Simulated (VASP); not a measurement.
# CuAu in VASP: notebook, part 2 of 2

VASP 6.6.1. Earlier steps stand in the parts before.

## (5) Relaxation of cell and atoms, LDA

INCAR

```
PREC = Accurate ; ENCUT = 600
EDIFF = 1E-6 ; ISMEAR = -1
SIGMA = 0.05 ; LREAL = F
LASPH = T ; NELM = 100
ALGO = Normal ; ISIF = 3
LWAVE = F ; LCHARG = F
IBRION = 2 ; NSW = 60
EDIFFG = -0.01
```

KPOINTS

```
Automatic mesh
0
Gamma
  7 7 5
```

POSCAR

```
CuAu
1.0
    2.8107494552      0.0000000000      0.0000000000
    0.0000000000      2.8107494552      0.0000000000
    0.0000000000      0.0000000000      3.6850000000
Au Cu
1 1
Direct
    0.0000000000      0.0000000000      0.0000000000
    0.5000000000      0.5000000000      0.5000000000
```

Run with:

```console
cat potpaw_LDA.64/Au/POTCAR potpaw_LDA.64/Cu/POTCAR > POTCAR
mpirun -np 1 vasp_std > vasp.out
```

Wall time 35 s (1 thread of Intel Xeon 6975P-C (Granite Rapids), shared host); peak memory 0.16 GiB.

Results (log left out):

```yaml
Free_energy: -9.3016 eV
Relaxed_volume: 13.80 Å³/atom
Relaxed_cell: a = 2.790 Å, b = 2.790 Å, c = 3.547 Å, α = 90.00°, β = 90.00°, γ = 90.00°
Space_group_after_relaxing_to_0.05_Å: P4/mmm (No. 123)
Energy_gained_by_relaxing: 22.1 meV/atom
Ionic_steps: 11
Pressure_after_relaxing: 0.0 GPa
Band_gap_on_the_k_mesh: zero (band 11 reaches 12.13 eV, above the bottom of band 12 at 7.21 eV)
```

The path:
```csv
step,energy change (eV),largest force (eV/Å),pressure (GPa),volume (Å³)
1,0.0000,0.0000,-8.66,29.11
2,0.0316,0.0000,14.60,25.92
3,-0.0416,0.0000,-0.25,27.67
4,-0.0416,0.0000,0.04,27.63
5,-0.0424,0.0000,0.19,27.63
6,-0.0439,0.0000,0.03,27.60
7,-0.0409,0.0000,0.25,27.54
8,-0.0442,0.0000,0.16,27.59
9,-0.0442,0.0000,0.14,27.59
10,-0.0441,0.0000,-0.39,27.67
11,-0.0442,0.0000,-0.02,27.61
```

Final structure:
```
Au Cu
1.0
     2.78986    0.00000    0.00000
     0.00000    2.78986    0.00000
     0.00000    0.00000    3.54724
Au Cu
1 1
Direct
  0.00000 0.00000 0.00000
  0.50000 0.50000 0.50000
```

Levels at points of the mesh, in eV from the Fermi level:
```tsv
k point	band 9	band 10	band 11	band 12	band 13	band 14
(0.00, 0.00, 0.00)	-1.68	-1.44	-1.44	2.55	9.19	9.87
```

Caveat: spin-orbit coupling is left out, which moves the levels of the heavy elements.

## (6) Single point, LDA (volume scaled by 0.94)

INCAR

```
SYSTEM = CuAu
PREC = Accurate
ENCUT = 520
EDIFF = 1E-7
ISMEAR = -1
SIGMA = 0.05
LREAL = .FALSE.
LASPH = .TRUE.
NELM = 60
ALGO = Normal
ISIF = 2
LWAVE = .FALSE.
LCHARG = .FALSE.
NBANDS = 18
```

KPOINTS

```
Automatic mesh
0
G
  9 9 7
  0 0 0
```

POSCAR

```
CuAu
1.0
    2.7533711214      0.0000000000      0.0000000000
    0.0000000000      2.7533711214      0.0000000000
    0.0000000000      0.0000000000      3.6097748106
Au Cu
1 1
Direct
    0.0000000000      0.0000000000      0.0000000000
    0.5000000000      0.5000000000      0.5000000000
```

Potentials or basis: VASP PAW LDA potentials, release 64 (Au, Cu).

Run with:

```console
cat potpaw_LDA.64/Au/POTCAR potpaw_LDA.64/Cu/POTCAR > POTCAR
mpirun -np 1 vasp_std > vasp.out
```

OUTCAR:

```text
SYSTEM = CuAu
   PREC = Accurate
   ENCUT = 520
   EDIFF = 1E-7
   ISMEAR = -1
   LREAL = .FALSE.
   LASPH = .TRUE.
   NELM = 60
   ISIF = 2

 ion  position               nearest neighbor table
   1  0.000  0.000  0.000-   2 2.65   2 2.65   2 2.65   2 2.65   2 2.65   2 2.65   2 2.65   2 2.65

   2  0.500  0.500  0.500-   1 2.65   1 2.65   1 2.65   1 2.65   1 2.65   1 2.65   1 2.65   1 2.65

  LATTYP: Found a simple tetragonal cell.
 ALAT       =     2.7533711214
 C/A-ratio  =     1.3110382333

  Lattice vectors:

 A1 = (   2.7533711214,   0.0000000000,   0.0000000000)
 A2 = (   0.0000000000,   2.7533711214,   0.0000000000)
 A3 = (   0.0000000000,   0.0000000000,   3.6097748106)

Analysis of symmetry for initial positions (statically):
=====================================================================
 Subroutine PRICEL returns:
 Original cell was already a primitive cell.

 Routine SETGRP: Setting up the symmetry group for a
 simple tetragonal supercell.

 Subroutine GETGRP returns: Found 16 space group operations
 (whereof 16 operations were pure point group operations)
 out of a pool of 16 trial point group operations.

The static configuration has the point symmetry D_4h.

Analysis of symmetry for dynamics (positions and initial velocities):
=====================================================================
 Subroutine PRICEL returns:
 Original cell was already a primitive cell.

 Routine SETGRP: Setting up the symmetry group for a
 simple tetragonal supercell.

 Subroutine GETGRP returns: Found 16 space group operations
 (whereof 16 operations were pure point group operations)
 out of a pool of 16 trial point group operations.

The dynamic configuration has the point symmetry D_4h.

 Subroutine INISYM returns: Found 16 space group operations
 (whereof 16 operations are pure point group operations),
 and found     1 'primitive' translations

[... 111 lines left out ...]
   IALGO  =     38    algorithm
   IMIX   =      4    mixing-type and parameters
     AMIX     =   0.40;   BMIX     =  1.00
     AMIX_MAG =   1.60;   BMIX_MAG =  1.00
  volume/ion in A,a.u.               =      13.68        92.34
  Fermi-wavevector in a.u.,A,eV,Ry     =   1.522226  2.876590 31.527046  2.317173
  Thomas-Fermi vector in A             =   2.630834
   LORBIT       =      0    0 simple, 1 ext, 2 COOP (PROOUT), +10 PAW based schemes
   GGA     = CA    functional components
   LHFCALC =     F    Hartree Fock is set to
   AEXX    =    0.0000 exact exchange contribution
   IVDW    =     0    specifies the selected vdW correction
   LEPSILON=     F    determine dielectric tensor
   LRPA    =     F    only Hartree local field effects (RPA)
 non-spin polarized calculation
  energy-cutoff  :      520.00
  volume of cell :       27.37
 maximum number of plane-waves:       753
   NGX = 11   NGY = 11   NGZ = 13

 number of electron      21.9999976 magnetization

 Free energy of the ion-electron system (eV)
  ---------------------------------------------------
  ext. energy  EPLUGINS =         0.00000000
  ---------------------------------------------------
  free energy    TOTEN  =        -9.27967610 eV

  energy without entropy =       -9.27613410  energy(sigma->0) =       -9.27790510

 E-fermi :   9.4413     XC(G=0): -13.3345

 val. band max:        9.3810290408   @ k =   0.1111   0.1111   0.2857
 cond. band min:       9.4617635421   @ k =   0.3333   0.1111   0.4286
 fundamental gap:      0.0807345013
 Fermi energy:         9.4413131173

 k-point     1 :       0.0000    0.0000    0.0000
  band No.  band energies     occupation
      1      -0.9162      2.00000
      2       2.3424      2.00000
      3       2.5149      2.00000
      4       5.1406      2.00000
      5       5.1406      2.00000
      6       6.3411      2.00000
[... 481 lines left out ...]
      5       5.1430      2.00000
      6       5.7248      2.00000
[... 10 lines left out ...]
     17      25.0035      0.00000
     18      25.7297      0.00000

 [... further k-points ...]

------------------------ aborting loop because EDIFF is reached ----------------------------------------

  FORCE on cell =-STRESS in cart. coord.  units (eV):
  Direction    XX          YY          ZZ          XY          YZ          ZX
  --------------------------------------------------------------------------------------
  -------------------------------------------------------------------------------------
  Total        0.4055953      0.4055953      0.1967255      0.0000000      0.0000000      0.0000000
  in kB       23.7461887     23.7461887     11.5175874      0.0000000      0.0000000      0.0000000
  external PRESSURE =      19.6699882 kB  Pullay stress =       0.0000000 kB

 VOLUME and BASIS-vectors are now :
 -----------------------------------------------------------------------------
  energy-cutoff  :      520.00
  volume of cell :       27.37
      direct lattice vectors                 reciprocal lattice vectors
     2.753371121  0.000000000  0.000000000     0.363191141  0.000000000  0.000000000
     0.000000000  2.753371121  0.000000000     0.000000000  0.363191141  0.000000000
     0.000000000  0.000000000  3.609774811     0.000000000  0.000000000  0.277025591

 POSITION                                       TOTAL-FORCE (eV/Angst)
 -----------------------------------------------------------------------------------
      0.00000      0.00000      0.00000         0.000000      0.000000      0.000000
      1.37669      1.37669      1.80489         0.000000      0.000000      0.000000
 -----------------------------------------------------------------------------------
    total drift:                               -0.000000      0.000000      0.000000

  FREE ENERGIE OF THE ION-ELECTRON SYSTEM (eV)
  ---------------------------------------------------
  free  energy   TOTEN  =        -9.2796760976 eV

  energy  without entropy=       -9.2761341028  energy(sigma->0) =       -9.27790510
```

stdout:

```text
POSCAR found type information on POSCAR AuCu
 POSCAR found :  2 types and       2 ions
 scaLAPACK will be used
 LDA part: xc-table for (Slater(with rela. corr.)+CA(PZ))
 , standard interpolation
 POSCAR, INCAR and KPOINTS ok, starting setup
 FFT: planning ... GRIDC
 FFT: planning ... GRID_SOFT
 FFT: planning ... GRID
 WAVECAR not read
 entering main loop
```

It took 26 s on 1 thread of Intel Xeon Platinum 8259CL at 2.50GHz (Skylake/Cascade Lake), shared host; peak memory 0.15 GiB.

What came out:

```yaml
Free_energy: -9.2797 eV
Pressure: 2.0 GPa
Band_gap_on_the_k_mesh: zero (band 11 reaches 13.10 eV, above the bottom of band 12 at 7.35 eV)
```

Caveat: the cell differs from its parent crystal (volume scaled by 0.94); spin-orbit coupling is left out, which moves the levels of the heavy elements.

## (7) The runs side by side

```csv
task,level,potentials or basis,spin,cell,k mesh,cutoff (eV),smearing,gap on the mesh (eV),pressure (GPa)
single point,PBE,"VASP PAW PBE potentials, release 64 (Au, Cu)",off,"a = 2.811, b = 2.811, c = 3.685 Å, 2 atoms",7 × 7 × 5,520,fermi-dirac 0.005 eV,none,4.6
single point,PBEsol,"VASP PAW PBE potentials, release 64 (Au, Cu)","non-collinear, zero start, SOC","a = 2.811, b = 2.811, c = 3.685 Å, 2 atoms",9 × 9 × 7,520,fermi-dirac 0.05 eV,-,-4.7
single point,LDA,"VASP PAW LDA potentials, release 64 (Au, Cu)",off,"a = 2.787, b = 2.787, c = 3.543 Å, 2 atoms",7 × 7 × 5,520,fermi-dirac 0.05 eV,none,0.6
relaxation of cell and atoms,LDA,"VASP PAW LDA potentials, release 64 (Au, Cu)",off,"relaxed from a = 2.811, b = 2.811, c = 3.685 Å, 2 atoms",7 × 7 × 5,600,fermi-dirac 0.05 eV,none,0.0
single point,LDA,"VASP PAW LDA potentials, release 64 (Au, Cu)",off,"a = 2.753, b = 2.753, c = 3.610 Å, 2 atoms",9 × 9 × 7,520,fermi-dirac 0.05 eV,none,2.0
```

Some of these runs hold the atoms at other places in the same cell, which the table doesn't show; runs alike in all that it shows share one row.

Caveats: spin-orbit coupling is left out, which moves the levels of the heavy elements (some runs); the PAW data sets were made with another functional, which shifts forces and pressure a little (some runs).

Total energies depend on the potentials used, so only differences within one code and one set of settings carry meaning.
